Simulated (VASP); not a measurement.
# HfH3 (I4/mmm) in VASP: single point with PBEsol

Aim: the single point of HfH3 with PBEsol.

All numbers are computed with VASP 6.6.1; they aren't measurements. Logs are shortened: lines on timing, memory, paths and dates and some standing lists are left out, and cuts for length are marked.

## 1. The cell of the first run

Symmetry: I4/mmm, No. 139, tetragonal system. Conventional cell: a = 3.053 Å, b = 3.053 Å, c = 6.068 Å, α = 90.00°, β = 90.00°, γ = 90.00°. Hf (site symmetry 4/mmm) has 12 H at 2.15 to 2.16 Å within 2.8 Å. Within 2.8 Å of H (site symmetry -4m2) lie 4 Hf at 2.15 Å and 8 H at 2.15 to 2.16 Å. Within 2.8 Å of H (site symmetry 4/mmm) lie 8 H at 2.15 Å and 4 Hf at 2.16 Å.

## 2. Single point, PBEsol

Contents of INCAR:

```
ALGO = Normal
EDIFF = 1E-7
ENCUT = 520
GGA = PS
ISIF = 2
ISMEAR = 0
LASPH = T
LCHARG = T
LELF = T
LREAL = F
LVHAR = T
LWAVE = F
NBANDS = 14
NELM = 60
PREC = Accurate
SIGMA = 0.1
```

Contents of KPOINTS:

```
k-points
0
Gamma
  8 8 8
```

Contents of POSCAR:

```
HfH3
1.0
   -1.5265120000      1.5265120000      3.0340320000
    1.5265120000     -1.5265120000      3.0340320000
    1.5265120000      1.5265120000     -3.0340320000
Hf H
1 3
Direct
    0.0000000000      0.0000000000      0.0000000000
    0.7500000000      0.2500000000      0.5000000000
    0.2500000000      0.7500000000      0.5000000000
    0.5000000000      0.5000000000      0.0000000000
```

Potentials or basis: VASP PAW PBE potentials, release 64 (Hf_pv, H).

Started as:

```bash
cat potpaw_PBE.64/Hf_pv/POTCAR potpaw_PBE.64/H/POTCAR > POTCAR
mpirun -np 1 vasp_std > vasp.out
```

OUTCAR:

```text
EDIFF = 1E-7
   ENCUT = 520
   GGA = PS
   ISIF = 2
   ISMEAR = 0
   LASPH = T
   LREAL = F
   NELM = 60
   PREC = Accurate

 ion  position               nearest neighbor table
   1  0.000  0.000  0.000-   2 2.15   3 2.15   2 2.15   3 2.15   2 2.15   3 2.15   2 2.15   3 2.15
                             4 2.16   4 2.16   4 2.16   4 2.16
   2  0.750  0.250  0.500-   1 2.15   1 2.15   1 2.15   1 2.15
   3  0.250  0.750  0.500-   1 2.15   1 2.15   1 2.15   1 2.15
   4  0.500  0.500  0.000-   1 2.16   1 2.16   1 2.16   1 2.16

  LATTYP: Found a body centered tetragonal cell.
 ALAT       =     3.0530240000
 C/A-ratio  =     1.9875585649

  Lattice vectors:

 A1 = (  -1.5265120000,   1.5265120000,   3.0340320000)
 A2 = (   1.5265120000,  -1.5265120000,   3.0340320000)
 A3 = (   1.5265120000,   1.5265120000,  -3.0340320000)

Analysis of symmetry for initial positions (statically):
=====================================================================
 Subroutine PRICEL returns:
 Original cell was already a primitive cell.

 Routine SETGRP: Setting up the symmetry group for a
 body centered tetragonal supercell.

 Subroutine GETGRP returns: Found 16 space group operations
 (whereof 16 operations were pure point group operations)
 out of a pool of 16 trial point group operations.

The static configuration has the point symmetry D_4h.

Analysis of symmetry for dynamics (positions and initial velocities):
=====================================================================
 Subroutine PRICEL returns:
 Original cell was already a primitive cell.

 Routine SETGRP: Setting up the symmetry group for a
 body centered tetragonal supercell.

 Subroutine GETGRP returns: Found 16 space group operations
 (whereof 16 operations were pure point group operations)
 out of a pool of 16 trial point group operations.

The dynamic configuration has the point symmetry D_4h.

 Subroutine INISYM returns: Found 16 space group operations
 (whereof 16 operations are pure point group operations),
 and found     1 'primitive' translations

----------------------------------------------------------------------------------------

                                     Primitive cell

  volume of cell :      28.2801

  direct lattice vectors                    reciprocal lattice vectors
    -1.526512000  1.526512000  3.034032000     0.000000000  0.327544101  0.164797207
     1.526512000 -1.526512000  3.034032000     0.327544101  0.000000000  0.164797207
[... 102 lines left out ...]
   EMIN   =  10.00;   EMAX   =-10.00  energy-range for DOS
   EFERMI =   0.00;   METHOD = LEGACY
   ISMEAR =     0;   SIGMA  =   0.10  broadening in eV -4-tet -1-fermi 0-gaus
   EFERMI_NEDOS =   21; number of points for ismear=-14 and -15
   IALGO  =     38    algorithm
   IMIX   =      4    mixing-type and parameters
     AMIX     =   0.40;   BMIX     =  1.00
     AMIX_MAG =   1.60;   BMIX_MAG =  1.00
  volume/ion in A,a.u.               =       7.07        47.71
  Fermi-wavevector in a.u.,A,eV,Ry     =   1.263463  2.387598 21.719496  1.596338
  Thomas-Fermi vector in A             =   2.396818
   LORBIT       =      0    0 simple, 1 ext, 2 COOP (PROOUT), +10 PAW based schemes
   GGA     = PS    functional components
   LHFCALC =     F    Hartree Fock is set to
   AEXX    =    0.0000 exact exchange contribution
   IVDW    =     0    specifies the selected vdW correction
   LEPSILON=     F    determine dielectric tensor
   LRPA    =     F    only Hartree local field effects (RPA)
 non-spin polarized calculation
 Gauss-broadening in eV      SIGMA  =   0.10
  energy-cutoff  :      520.00
  volume of cell :       28.28
 maximum number of plane-waves:       778
   NGX = 13   NGY = 13   NGZ = 13

 number of electron      12.9999999 magnetization

 Free energy of the ion-electron system (eV)
  ---------------------------------------------------
  ext. energy  EPLUGINS =         0.00000000
  ---------------------------------------------------
  free energy    TOTEN  =       -21.56251048 eV

  energy without entropy =      -21.55467842  energy(sigma->0) =      -21.55859445

 E-fermi :   5.7257     XC(G=0): -11.6704

 val. band max:        5.7068093300   @ k =   0.5000   0.5000   0.2500
 cond. band min:       5.7452924167   @ k =   0.3750   0.2500  -0.0000
 fundamental gap:      0.0384830868
 Fermi energy:         5.7257269967

 k-point     1 :       0.0000    0.0000    0.0000
  band No.  band energies     occupation
      1     -25.9656      2.00000
      2     -25.5582      2.00000
      3     -25.5582      2.00000
      4      -6.6890      2.00000
      5       1.8664      2.00000
      6       3.6705      2.00000
      7       5.0820      2.00000
      8       6.5021      0.00000
      9       6.5021      0.00000
     10       9.8398      0.00000
     11      12.1950      0.00000
     12      12.2988      0.00000
     13      17.6213      0.00000
     14      18.0127      0.00000
[... 377 lines left out ...]
      1     -26.2067      2.00000
      2     -25.9645      2.00000
      3     -25.8356      2.00000
      4      -1.6178      2.00000
      5      -1.5502      2.00000
      6       1.1041      2.00000
      7       5.3359      2.00000
      8       7.2274      0.00000
      9       8.6524      0.00000
     10      10.5801      0.00000
     11      12.4840      0.00000
     12      12.9309      0.00000
     13      15.0095      0.00000
     14      17.5897      0.00000

 [... further k-points ...]

------------------------ aborting loop because EDIFF is reached ----------------------------------------

  FORCE on cell =-STRESS in cart. coord.  units (eV):
  Direction    XX          YY          ZZ          XY          YZ          ZX
  --------------------------------------------------------------------------------------
  -------------------------------------------------------------------------------------
  Total       -0.6096987     -0.6096987     -1.3016196      0.0000000     -0.0000000      0.0000000
  in kB      -34.5418237    -34.5418237    -73.7418566      0.0000000     -0.0000000      0.0000000
  external PRESSURE =     -47.6085013 kB  Pullay stress =       0.0000000 kB

 VOLUME and BASIS-vectors are now :
 -----------------------------------------------------------------------------
  energy-cutoff  :      520.00
  volume of cell :       28.28
      direct lattice vectors                 reciprocal lattice vectors
    -1.526512000  1.526512000  3.034032000     0.000000000  0.327544101  0.164797207
     1.526512000 -1.526512000  3.034032000     0.327544101  0.000000000  0.164797207
     1.526512000  1.526512000 -3.034032000     0.327544101  0.327544101  0.000000000

 POSITION                                       TOTAL-FORCE (eV/Angst)
 -----------------------------------------------------------------------------------
      0.00000      0.00000      0.00000        -0.000000      0.000000     -0.000000
      0.00000      1.52651      1.51702         0.000000     -0.000000      0.000000
      1.52651      0.00000      1.51702        -0.000000      0.000000     -0.000000
      0.00000      0.00000      3.03403        -0.000000      0.000000     -0.000000
 -----------------------------------------------------------------------------------
    total drift:                                0.000000     -0.000000     -0.000000

  FREE ENERGIE OF THE ION-ELECTRON SYSTEM (eV)
  ---------------------------------------------------
  free  energy   TOTEN  =       -21.5625104814 eV

  energy  without entropy=      -21.5546784185  energy(sigma->0) =      -21.55859445
```

stdout:

```text
POSCAR found type information on POSCAR HfH
 POSCAR found :  2 types and       4 ions
 scaLAPACK will be used
 -----------------------------------------------------------------------------
|                                                                             |
|                                                                             |
|     You enforced a specific xc type in the INCAR file but a different       |
|     I HOPE YOU KNOW WHAT YOU ARE DOING!                                     |
|                                                                             |
 -----------------------------------------------------------------------------

 LDA part: xc-table for (Slater+PW92), standard interpolation
 POSCAR, INCAR and KPOINTS ok, starting setup
 FFT: planning ... GRIDC
 FFT: planning ... GRID_SOFT
 FFT: planning ... GRID
 WAVECAR not read
 entering main loop
```

Run time: 24 s. Hardware: 1 thread of Intel Xeon 6975P-C (Granite Rapids), shared host; peak memory 0.16 GiB.

What came out:

- Free energy: -21.5625 eV
- Pressure: -4.8 GPa

Stress tensor (GPa, compression positive):
```
-3.45  0.00  0.00
 0.00 -3.45  0.00
 0.00  0.00 -7.37
```

Levels at points of the mesh, in eV from the Fermi level:
| k point | band 2 | band 3 | band 4 | band 5 | band 6 | band 7 | band 8 | band 9 | band 10 | band 11 |
| --- | --- | --- | --- | --- | --- | --- | --- | --- | --- | --- |
| (0.00, 0.00, 0.00) | -31.28 | -31.28 | -12.41 | -3.86 | -2.06 | -0.64 | 0.78 | 0.78 | 4.11 | 6.47 |
| (0.50, 0.00, 0.00) | -31.72 | -31.24 | -8.32 | -6.95 | -2.34 | -1.77 | 0.71 | 2.51 | 3.04 | 6.81 |
| (0.50, 0.50, 0.00) | -31.82 | -31.66 | -7.72 | -7.04 | -4.65 | 1.03 | 1.21 | 3.31 | 5.26 | 6.33 |
| (0.50, 0.50, 0.50) | -31.32 | -31.32 | -8.60 | -7.87 | -5.14 | 3.56 | 3.63 | 3.63 | 4.48 | 6.09 |

Caveat: the k points lie up to 0.36 Å⁻¹ apart; the PAW data sets were made with another functional, which shifts forces and pressure a little; spin-orbit coupling is left out, which moves the levels of the heavy elements.
